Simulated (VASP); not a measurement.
# TiO2 in VASP: notebook

The runs below take TiO2 through single point, with PBEsol+U, PBE.

Program: VASP 6.6.1. These are calculated values, not measurements. Logs are shortened: lines on timing, memory, paths and dates and some standing lists are left out, and cuts for length are marked.

## 1. The cell of the first run

It takes space group I4/m (No. 87, tetragonal). Conventional cell: a = 8.702 Å, b = 8.702 Å, c = 3.775 Å, α = 90.00°, β = 90.00°, γ = 90.00°. Within 2.4 Å of Ti (site symmetry m) lie 6 O at 1.80 to 2.26 Å. O (site symmetry m) has 4 Ti at 1.95 to 2.26 Å and 5 O at 2.62 to 2.65 Å within 2.7 Å. O (site symmetry m) has 2 Ti at 1.80 to 1.81 Å within 2.4 Å.

## 2. Single point, PBEsol+U

The input, INCAR:

```
SYSTEM = TiO2
PREC = Accurate ; ENCUT = 520
EDIFF = 1E-7 ; ISMEAR = -1
SIGMA = 0.05 ; LREAL = .False.
LASPH = .True. ; NELM = 150
ALGO = Normal ; ISIF = 2
LWAVE = .False. ; LCHARG = .False.
LMAXMIX = 4 ; LDAU = .True.
LDAUTYPE = 2 ; LDAUL = 2 -1
LDAUU = 3 0 ; LDAUJ = 0 0
LDAUPRINT = 1 ; GGA = PS
NBANDS = 60 ; KPAR = 2
```

The input, KPOINTS:

```
Automatic mesh
0
Gamma
  8 8 8
  0 0 0
```

The input, POSCAR:

```
TiO2
1.0
   -4.3507577183      4.3507577183      1.8875555959
    4.3507577183     -4.3507577183      1.8875555959
    4.3507577183      4.3507577183     -1.8875555959
Ti O
4 8
Direct
    0.2922817050      0.9971447550      0.2894264600
    0.0028552450      0.2922817050      0.2951369500
    0.9971447550      0.7077182950      0.7048630500
    0.7077182950      0.0028552450      0.7105735400
    0.4988638250      0.8492152850      0.3480791100
    0.1616620200      0.1596026000      0.3212646200
    0.1507847150      0.4988638250      0.6496485400
    0.1596026000      0.8383379800      0.9979405800
    0.8403974000      0.1616620200      0.0020594200
    0.8492152850      0.5011361750      0.3503514600
    0.8383379800      0.8403974000      0.6787353800
    0.5011361750      0.1507847150      0.6519208900
```

Potentials or basis: VASP PAW PBE potentials, release 64 (Ti_sv, O).

Started as:

```bash
$ cat potpaw_PBE.64/Ti_sv/POTCAR potpaw_PBE.64/O/POTCAR > POTCAR
$ mpirun -np 2 vasp_std > vasp.out
```

OUTCAR:

```text
SYSTEM = TiO2
   PREC = Accurate
   ENCUT = 520
   EDIFF = 1E-7
   ISMEAR = -1
   LREAL = .False.
   LASPH = .True.
   NELM = 150
   ISIF = 2
   GGA = PS

 ion  position               nearest neighbor table
   1  0.292  0.997  0.289-   8 1.80   6 1.81  10 1.95  10 1.95   5 2.21  12 2.26
   2  0.003  0.292  0.295-   6 1.80   9 1.81   5 1.95   5 1.95   7 2.21  10 2.26
   3  0.997  0.708  0.705-  11 1.80   8 1.81  12 1.95  12 1.95  10 2.21   7 2.26
   4  0.708  0.003  0.711-   9 1.80  11 1.81   7 1.95   7 1.95  12 2.21   5 2.26
   5  0.499  0.849  0.348-   2 1.95   2 1.95   1 2.21   4 2.26
   6  0.162  0.160  0.321-   2 1.80   1 1.81
   7  0.151  0.499  0.650-   4 1.95   4 1.95   2 2.21   3 2.26
   8  0.160  0.838  0.998-   1 1.80   3 1.81
   9  0.840  0.162  0.002-   4 1.80   2 1.81
  10  0.849  0.501  0.350-   1 1.95   1 1.95   3 2.21   2 2.26
  11  0.838  0.840  0.679-   3 1.80   4 1.81
  12  0.501  0.151  0.652-   3 1.95   3 1.95   4 2.21   1 2.26

  LATTYP: Found a body centered tetragonal cell.
 ALAT       =     8.7015154366
 C/A-ratio  =     0.4338452560

  Lattice vectors:

 A1 = (  -4.3507577183,   4.3507577183,   1.8875555959)
 A2 = (   4.3507577183,  -4.3507577183,   1.8875555959)
 A3 = (   4.3507577183,   4.3507577183,  -1.8875555959)

Analysis of symmetry for initial positions (statically):
=====================================================================
 Subroutine PRICEL returns:
 Original cell was already a primitive cell.

 Routine SETGRP: Setting up the symmetry group for a
 body centered tetragonal supercell.

 Subroutine GETGRP returns: Found  8 space group operations
 (whereof  8 operations were pure point group operations)
 out of a pool of 16 trial point group operations.

The static configuration has the point symmetry C_4h.

Analysis of symmetry for dynamics (positions and initial velocities):
[... 175 lines left out ...]

spin component  1
[... 116 lines left out ...]
  o =  0.1130  v =  0.0000 -0.2912 -0.0000  0.9566 -0.0000  0.0000  0.0000  0.0000  0.0000  0.0000      0.0000  0.0000  0.0000  0.0000  0.0000  0.0000  0.0000  0.0000  0.0000  0.0000
  o =  0.1130  v =  0.0000  0.0000  0.0000  0.0000  0.0000  0.0000 -0.2912 -0.0000  0.9566 -0.0000      0.0000  0.0000  0.0000  0.0000  0.0000  0.0000  0.0000  0.0000  0.0000  0.0000
  o =  0.1246  v =  0.0000 -0.9566 -0.0000 -0.2912  0.0000  0.0000  0.0000  0.0000  0.0000  0.0000      0.0000  0.0000  0.0000  0.0000  0.0000  0.0000  0.0000  0.0000  0.0000  0.0000
  o =  0.1246  v =  0.0000  0.0000  0.0000  0.0000  0.0000  0.0000 -0.9566 -0.0000 -0.2912  0.0000      0.0000  0.0000  0.0000  0.0000  0.0000  0.0000  0.0000  0.0000  0.0000  0.0000
  o =  0.1326  v =  0.0000  0.0000  0.0000  0.0000  0.0000  0.0053  0.0000  0.1395  0.0000  0.9902      0.0000  0.0000  0.0000  0.0000  0.0000  0.0000  0.0000  0.0000  0.0000  0.0000
  o =  0.1326  v =  0.0053  0.0000  0.1395  0.0000  0.9902  0.0000  0.0000  0.0000  0.0000  0.0000      0.0000  0.0000  0.0000  0.0000  0.0000  0.0000  0.0000  0.0000  0.0000  0.0000
  o =  0.2459  v =  0.0000  0.0000  0.0000  0.0000  0.0000  0.0521 -0.0000  0.9888 -0.0000 -0.1396      0.0000  0.0000  0.0000  0.0000  0.0000  0.0000  0.0000  0.0000  0.0000  0.0000
  o =  0.2459  v =  0.0521 -0.0000  0.9888 -0.0000 -0.1396  0.0000  0.0000  0.0000  0.0000  0.0000      0.0000  0.0000  0.0000  0.0000  0.0000  0.0000  0.0000  0.0000  0.0000  0.0000
  o =  0.2615  v =  0.0000  0.0000  0.0000  0.0000  0.0000 -0.9986 -0.0000  0.0523 -0.0000 -0.0021      0.0000  0.0000  0.0000  0.0000  0.0000  0.0000  0.0000  0.0000  0.0000  0.0000
  o =  0.2615  v = -0.9986 -0.0000  0.0523 -0.0000 -0.0021  0.0000  0.0000  0.0000  0.0000  0.0000      0.0000  0.0000  0.0000  0.0000  0.0000  0.0000  0.0000  0.0000  0.0000  0.0000

 number of electron      95.9999988 magnetization

 Free energy of the ion-electron system (eV)
  ---------------------------------------------------
  ext. energy  EPLUGINS =         0.00000000
  ---------------------------------------------------
  free energy    TOTEN  =      -103.26935986 eV

  energy without entropy =     -103.26935986  energy(sigma->0) =     -103.26935986

 E-fermi :   4.1407     XC(G=0): -10.6901

 val. band max:        3.1671791579   @ k =   0.5000   0.5000   0.5000
 cond. band min:       5.0764158197   @ k =   0.0000   0.0000   0.0000
 fundamental gap:      1.9092366617
 Fermi energy:         4.1406878277

 k-point     1 :       0.0000    0.0000    0.0000
  band No.  band energies     occupation
      1     -53.7369      2.00000
      2     -53.7174      2.00000
      3     -53.7174      2.00000
      4     -53.7010      2.00000
      5     -30.2256      2.00000
      6     -30.2136      2.00000
[... 1501 lines left out ...]
     59       7.8516      0.00000
     60       8.0555      0.00000

 [... further k-points ...]

------------------------ aborting loop because EDIFF is reached ----------------------------------------

  FORCE on cell =-STRESS in cart. coord.  units (eV):
  Direction    XX          YY          ZZ          XY          YZ          ZX
  --------------------------------------------------------------------------------------
  -------------------------------------------------------------------------------------
  Total        2.7432457      2.7432457      4.0243428     -0.0000001      0.0000000      0.0000000
  in kB       30.7528772     30.7528772     45.1144859     -0.0000006      0.0000000      0.0000000
  external PRESSURE =      35.5400801 kB  Pullay stress =       0.0000000 kB

 VOLUME and BASIS-vectors are now :
 -----------------------------------------------------------------------------
  energy-cutoff  :      520.00
  volume of cell :      142.92
      direct lattice vectors                 reciprocal lattice vectors
    -4.350757718  4.350757718  1.887555596     0.000000000  0.114922511  0.264892860
     4.350757718 -4.350757718  1.887555596     0.114922511  0.000000000  0.264892860
     4.350757718  4.350757718 -1.887555596     0.114922511  0.114922511  0.000000000

 POSITION                                       TOTAL-FORCE (eV/Angst)
 -----------------------------------------------------------------------------------
      4.32591     -1.80746      1.88756         0.018716      0.341605     -0.000000
      2.54329      0.02484      0.00000         0.341605     -0.018716      0.000000
      1.80746      4.32591      1.88756        -0.341605      0.018716      0.000000
      0.02484      6.15822      0.00000        -0.018716     -0.341605      0.000000
      3.03870     -0.00989      1.88756         0.099544      0.019738      0.000000
      1.38878      1.40670     -0.00000         0.027147      0.040768      0.000000
      4.34087      1.31206      0.00000         0.019738     -0.099544     -0.000000
      7.29481      1.38878      0.00000        -0.040768      0.027147     -0.000000
     -2.94405      2.96197      1.88756         0.040768     -0.027147      0.000000
      0.00989      3.03870      1.88756        -0.019738      0.099544      0.000000
      2.96197      2.94405      1.88756        -0.027147     -0.040768     -0.000000
      1.31206      4.36064      0.00000        -0.099544     -0.019738     -0.000000
 -----------------------------------------------------------------------------------
    total drift:                               -0.000000     -0.000000      0.000000

  FREE ENERGIE OF THE ION-ELECTRON SYSTEM (eV)
  ---------------------------------------------------
  free  energy   TOTEN  =      -103.2693598621 eV

  energy  without entropy=     -103.2693598620  energy(sigma->0) =     -103.26935986
```

Wall time 7 min (2 MPI ranks of Intel Xeon Platinum 8488C (Sapphire Rapids), shared host); peak memory 0.62 GiB.

Results:

```yaml
Free_energy: -103.2694 eV
Pressure: 3.6 GPa
Largest_force: 0.342 eV/Å
Band_gap_on_the_k_mesh: 1.91 eV (least direct gap 2.63 eV)
```

Forces on the atoms (eV/Å):
```
Ti   0.019  0.342  0.000
Ti   0.342 -0.019  0.000
Ti  -0.342  0.019  0.000
Ti  -0.019 -0.342  0.000
O    0.100  0.020  0.000
O    0.027  0.041  0.000
O    0.020 -0.100  0.000
O   -0.041  0.027  0.000
O    0.041 -0.027  0.000
O   -0.020  0.100  0.000
O   -0.027 -0.041  0.000
O   -0.100 -0.020  0.000
```

Levels at points of the mesh, in eV from the valence-band top:
| k point | band 44 | band 45 | band 46 | band 47 | band 48 | band 49 | band 50 | band 51 | band 52 | band 53 |
| --- | --- | --- | --- | --- | --- | --- | --- | --- | --- | --- |
| (0.00, 0.00, 0.00) | -1.30 | -1.06 | -1.04 | -1.04 | -0.72 | 1.91 | 3.30 | 3.30 | 3.39 | 3.61 |
| (0.50, 0.00, 0.00) | -1.10 | -0.86 | -0.79 | -0.74 | -0.37 | 3.11 | 3.48 | 3.54 | 3.60 | 3.81 |
| (0.50, 0.50, 0.00) | -1.36 | -1.29 | -1.03 | -0.99 | -0.67 | 2.54 | 2.86 | 3.02 | 3.62 | 3.80 |
| (0.50, 0.50, 0.50) | -1.35 | -1.34 | -1.26 | -1.26 | 0.00 | 3.13 | 3.19 | 3.19 | 3.48 | 3.67 |

Eigenvalues of the final occupation matrices:
```
    site  spin  trace               eigenvalues
site 1 d     1   0.88  0.11 0.12 0.13 0.25 0.26
site 1 d     2   0.88  0.11 0.12 0.13 0.25 0.26
site 2 d     1   0.88  0.11 0.12 0.13 0.25 0.26
site 2 d     2   0.88  0.11 0.12 0.13 0.25 0.26
site 3 d     1   0.88  0.11 0.12 0.13 0.25 0.26
site 3 d     2   0.88  0.11 0.12 0.13 0.25 0.26
site 4 d     1   0.88  0.11 0.12 0.13 0.25 0.26
site 4 d     2   0.88  0.11 0.12 0.13 0.25 0.26
```

Caveat: the cell stands under pressure; the PAW data sets were made with another functional, which shifts forces and pressure a little. A k mesh can miss the band edges.

## 3. Single point, PBE (atoms moved at random)

The input, INCAR:

```
ALGO     = Normal         # electronic algorithm
EDIFF    = 1E-7           # SCF threshold, eV
ENCUT    = 520            # plane-wave cutoff, eV
GGA      = PE             # functional
ISIF     = 2              # what is computed and relaxed
ISMEAR   = -1             # smearing method
KPAR     = 4            
LASPH    = True           # aspherical terms in the spheres
LCHARG   = False          # write CHGCAR
LREAL    = False          # projectors in reciprocal space
LWAVE    = False          # write WAVECAR
NBANDS   = 60             # bands
NELM     = 80             # most SCF steps
PREC     = Accurate       # precision mode
SIGMA    = 0.05           # smearing width, eV
```

The input, KPOINTS:

```
k-points
0
Gamma
  8 8 8
```

The input, POSCAR:

```
TiO2
1.0
   -4.3507577183      4.3507577183      1.8875555959
    4.3507577183     -4.3507577183      1.8875555959
    4.3507577183      4.3507577183     -1.8875555959
Ti O
4 8
Direct
    0.2913060000      1.0021790000      0.2961470000
    0.0035260000      0.2923870000      0.2934770000
    1.0030560000      0.7154530000      0.7068040000
    0.6924850000     -0.0188130000      0.7068490000
    0.4892640000      0.8395740000      0.3520170000
    0.1604720000      0.1588500000      0.3205150000
    0.1370200000      0.4894400000      0.6488170000
    0.1539180000      0.8288850000      0.9921060000
    0.8361190000      0.1530910000      0.0055380000
    0.8665020000      0.5169440000      0.3553650000
    0.8414870000      0.8397890000      0.6748720000
    0.5031080000      0.1570860000      0.6570610000
```

Potentials or basis: VASP PAW PBE potentials, release 64 (Ti_sv, O).

Started as:

```bash
$ cat potpaw_PBE.64/Ti_sv/POTCAR potpaw_PBE.64/O/POTCAR > POTCAR
$ mpirun -np 4 vasp_std > vasp.out
```

Run time: 13 min. Hardware: 4 MPI ranks of Intel Xeon Platinum 8488C (Sapphire Rapids), shared host; peak memory 1.5 GiB.

Results (log left out):

```
Free energy            : -107.0965 eV
Pressure               : 4.7 GPa
Largest force          : 1.744 eV/Å
Band gap on the k mesh : 1.69 eV (least direct gap 2.36 eV)
```

Forces in eV/Å, atoms in the order of the input:
```
Ti  -1.244 -0.069  0.242
Ti   0.553 -0.465 -0.316
Ti  -0.728  0.896 -0.177
Ti   0.667 -0.105  0.245
O   -0.165  0.167  0.666
O   -0.033  0.152  0.038
O   -0.200  0.563  0.186
O    1.379  1.062  0.116
O   -0.613 -0.496 -0.049
O   -0.140 -0.520 -0.906
O    0.850 -0.898 -0.098
O   -0.325 -0.286  0.053
```

Stress tensor (GPa, compression positive):
```
 4.59 -3.11 -0.41
-3.11  6.06  0.85
-0.41  0.85  3.46
```

Levels at points of the mesh, in eV from the valence-band top:
```
           k point  band 45  band 46  band 47  band 48  band 49  band 50  band 51  band 52
(0.00, 0.00, 0.00)    -0.87    -0.83    -0.79    -0.67     1.69     2.98     3.10     3.24
(0.50, 0.00, 0.00)    -0.76    -0.67    -0.54    -0.29     2.85     3.21     3.24     3.42
(0.50, 0.00, 0.50)    -0.78    -0.67    -0.56    -0.33     2.89     3.14     3.27     3.39
(0.00, 0.50, 0.50)    -0.79    -0.73    -0.60    -0.31     2.89     3.11     3.15     3.35
(0.00, 0.50, 0.00)    -0.84    -0.71    -0.56    -0.32     2.91     3.13     3.22     3.37
(0.50, 0.50, 0.00)    -1.08    -0.90    -0.79    -0.61     2.34     2.51     2.80     3.37
(0.00, 0.00, 0.50)    -1.09    -0.86    -0.82    -0.70     2.36     2.66     2.80     3.36
(0.50, 0.50, 0.50)    -1.18    -1.05    -1.01     0.00     2.82     2.98     3.01     3.12
```

Caveat: the cell differs from its parent crystal (atoms moved at random); the cell stands under pressure; forces of over 1 eV/Å act on the atoms, so gaps and moduli don't describe the material at rest. A k mesh can miss the band edges.
